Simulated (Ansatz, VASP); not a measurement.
**TiTe2 in VASP and in Ansatz**

```
CELL_PARAMETERS angstrom
3.77700 0.00000 0.00000
-1.88850 3.27098 0.00000
0.00000 0.00000 6.49800
ATOMIC_POSITIONS crystal
Ti 0.00000 0.00000 0.00000
Te 0.66667 0.33333 0.26280
Te 0.33333 0.66667 0.73720
```

Alike in both runs: task single point; functional PBEsol; k mesh 18 × 18 × 8; occupations gaussian, width 0.15 eV; no spin polarisation.

|  | VASP | Ansatz |
| --- | --- | --- |
| version | VASP 6.6.1 | Ansatz 0.2.0 |
| potentials or method | VASP PAW PBE potentials, release 64 (Ti_sv, Te), cutoff 520 eV | scalar-relativistic, plane waves, PAW |
| valence electrons in the cell | 24 | 44 |

```tsv
	VASP	Ansatz	Ansatz less VASP
gap on the k mesh at the Fermi level (eV)	none	none	-
pressure (GPa)	-2.2	-2.3	-0.04
traceless stress, the component that is largest in VASP (GPa)	0.67	0.67	-0.005
rms of the force components (eV/Å)	0.044	0.053	+0.0086
```

VASP's potentials were made for PBE, not for PBEsol. Atom by atom the forces differ by 0.009 eV/Å (rms over components). A gap of «none» marks a metal or a gap that the smearing closes. VASP's potentials hold 24 valence electrons a cell and Ansatz's 44, so a difference there can come from the potentials and not from the codes.

Neither program's run includes spin-orbit coupling.
